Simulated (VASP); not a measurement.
# Rh (Fm-3m) in VASP: a series of runs, part 2 of 2

VASP 6.6.1. Earlier steps stand in the parts before.

### Step 3. Single point, PBE, collinear spin (16.58 Å³/atom)

Input file INCAR:

```
SYSTEM = Rh
PREC = Accurate
ENCUT = 520
EDIFF = 1E-6
ISMEAR = 0
SIGMA = 0.15
LREAL = .False.
LASPH = .True.
NELM = 150
ALGO = Fast
ISIF = 2
LWAVE = .False.
LCHARG = .True.
ISPIN = 2
MAGMOM = 0.125
LORBIT = 11
NUPDOWN = 0.125
LMAXMIX = 4
GGA = PE
LELF = .True.
LVHAR = .True.
NBANDS = 18
```

Input file KPOINTS:

```
Automatic mesh
0
Gamma
  22 22 22
  0 0 0
```

Input file POSCAR:

```
Rh
1.0
    0.0000000000      2.0236769288      2.0236769288
    2.0236769288      0.0000000000      2.0236769288
    2.0236769288      2.0236769288      0.0000000000
Rh
1
Direct
    0.0000000000      0.0000000000      0.0000000000
```

Potentials or basis: VASP PAW PBE potentials, release 64 (Rh_pv).

Started as:

```bash
$ cat potpaw_PBE.64/Rh_pv/POTCAR > POTCAR
$ mpirun -np 1 vasp_std > vasp.out
```

It took 57 s on 1 thread of Intel Xeon 6975P-C (Granite Rapids), shared host; peak memory 0.25 GiB.

The run converged. Its results:

```
Free energy                                           : -7.0099 eV
Pressure                                              : -27.3 GPa
Net moment                                            : 0.12 μB per cell
Site moments                                          : Rh +0.13 μB
Valence electrons inside the program's atomic spheres : Rh 13.52
```

Caveat: the cell stands under tension; the total moment is fixed, so each spin has its own Fermi level and the state may be an excited one.

### Step 4. Single point, PBE, collinear spin, ferromagnetic start (16.58 Å³/atom)

Input file INCAR:

```
ALGO = Normal
EDIFF = 1E-6
ENCUT = 520
GGA = PE
ISIF = 2
ISMEAR = 0
ISPIN = 2
LASPH = T
LCHARG = T
LELF = T
LMAXMIX = 4
LORBIT = 11
LREAL = F
LVHAR = T
LWAVE = F
MAGMOM = 0.375
NBANDS = 18
NELM = 150
NUPDOWN = 0.375
PREC = Accurate
SIGMA = 0.15
```

Input file KPOINTS:

```
k-points
0
Gamma
  22 22 22
```

POSCAR is that of step 3.

Potentials or basis: VASP PAW PBE potentials, release 64 (Rh_pv).

Started as:

```bash
$ cat potpaw_PBE.64/Rh_pv/POTCAR > POTCAR
$ mpirun -np 1 vasp_std > vasp.out
```

OUTCAR:

```text
EDIFF = 1E-6
   ENCUT = 520
   GGA = PE
   ISIF = 2
   ISMEAR = 0
   ISPIN = 2
   LASPH = T
   LORBIT = 11
   LREAL = F
   NELM = 150
   NUPDOWN = 0.375
   PREC = Accurate

 ion  position               nearest neighbor table
   1  0.000  0.000  0.000-

  LATTYP: Found a face centered cubic cell.
 ALAT       =     4.0473538576

  Lattice vectors:

 A1 = (   0.0000000000,   2.0236769288,   2.0236769288)
 A2 = (   2.0236769288,   0.0000000000,   2.0236769288)
[... 1216 lines left out ...]
  --------------------------------------------------------------------------------------
  -------------------------------------------------------------------------------------
  Total       -2.7942589     -2.7942589     -2.7942589      0.0000000      0.0000000      0.0000000
  in kB     -270.0994443   -270.0994443   -270.0994443      0.0000000      0.0000000      0.0000000
  external PRESSURE =    -270.0994443 kB  Pullay stress =       0.0000000 kB

 VOLUME and BASIS-vectors are now :
 -----------------------------------------------------------------------------
  energy-cutoff  :      520.00
  volume of cell :       16.58
      direct lattice vectors                 reciprocal lattice vectors
     0.000000000  2.023676929  2.023676929    -0.247075011  0.247075011  0.247075011
     2.023676929  0.000000000  2.023676929     0.247075011 -0.247075011  0.247075011
     2.023676929  2.023676929  0.000000000     0.247075011  0.247075011 -0.247075011

 POSITION                                       TOTAL-FORCE (eV/Angst)
 -----------------------------------------------------------------------------------
      0.00000      0.00000      0.00000         0.000000      0.000000      0.000000
 -----------------------------------------------------------------------------------
    total drift:                               -0.000000      0.000000     -0.000000

  FREE ENERGIE OF THE ION-ELECTRON SYSTEM (eV)
  ---------------------------------------------------
  free  energy   TOTEN  =        -7.0000555275 eV

  energy  without entropy=       -6.9783276754  energy(sigma->0) =       -6.98919160

 total charge

# of ion       s       p       d       tot
------------------------------------------
    1        0.342   6.196   6.980  13.517

 magnetization (x)

# of ion       s       p       d       tot
------------------------------------------
    1       -0.001  -0.001   0.380   0.378
```

OSZICAR:

```text
N       E                     dE             d eps       ncg     rms          rms(c)
DAV:   1     0.133452498707E+03    0.13345E+03   -0.80372E+03 23704   0.859E+02
DAV:   2    -0.490427582722E+01   -0.13836E+03   -0.13078E+03 25254   0.288E+02
DAV:   3    -0.747619529407E+01   -0.25719E+01   -0.25563E+01 27368   0.417E+01
DAV:   4    -0.748640297281E+01   -0.10208E-01   -0.10207E-01 26140   0.267E+00
DAV:   5    -0.748647977594E+01   -0.76803E-04   -0.76802E-04 26204   0.207E-01    0.662E+00
DAV:   6    -0.700752698893E+01    0.47895E+00   -0.63468E-01 24456   0.102E+01    0.205E+00
DAV:   7    -0.700231366485E+01    0.52133E-02   -0.62470E-03 25820   0.831E-01    0.120E+00
DAV:   8    -0.699943888394E+01    0.28748E-02   -0.22621E-03 26148   0.492E-01    0.286E-01
DAV:   9    -0.700005541021E+01   -0.61653E-03   -0.21266E-04 25128   0.160E-01    0.312E-02
DAV:  10    -0.700005552749E+01   -0.11728E-06   -0.61984E-06 25778   0.206E-02
   1 F= -.70000555E+01 E0= -.69891916E+01  d E =-.217279E-01  mag=     0.3750
```

Wall time 45 s (1 thread of Intel Xeon 6975P-C (Granite Rapids), shared host); peak memory 0.25 GiB.

What came out:

| Item | Value |
| --- | --- |
| Free energy | -7.0001 eV |
| Pressure | -27.0 GPa |
| Net moment | 0.38 μB per cell |
| Site moments | Rh +0.38 μB |
| Valence electrons inside the program's atomic spheres | Rh 13.52 |

Caveat: the cell stands under tension; the total moment is fixed, so each spin has its own Fermi level and the state may be an excited one.

### Step 5. Summary

```csv
spin,fixed moment (μB),pressure (GPa),moment (μB)
"collinear, ferromagnetic start",0.625,-25.5,0.62
collinear,0.125,-27.3,0.12
"collinear, ferromagnetic start",0.375,-27.0,0.38
```

Alike in all rows: task single point; level PBE; potentials or basis VASP PAW PBE potentials, release 64 (Rh_pv); cell as given; k mesh 22 × 22 × 22; cutoff (eV) 520; smearing gaussian 0.15 eV.

Caveats: the cell stands under tension; the total moment is fixed, so each spin has its own Fermi level and the state may be an excited one.

Total energies depend on the potentials used, so only differences within one code and one set of settings carry meaning.
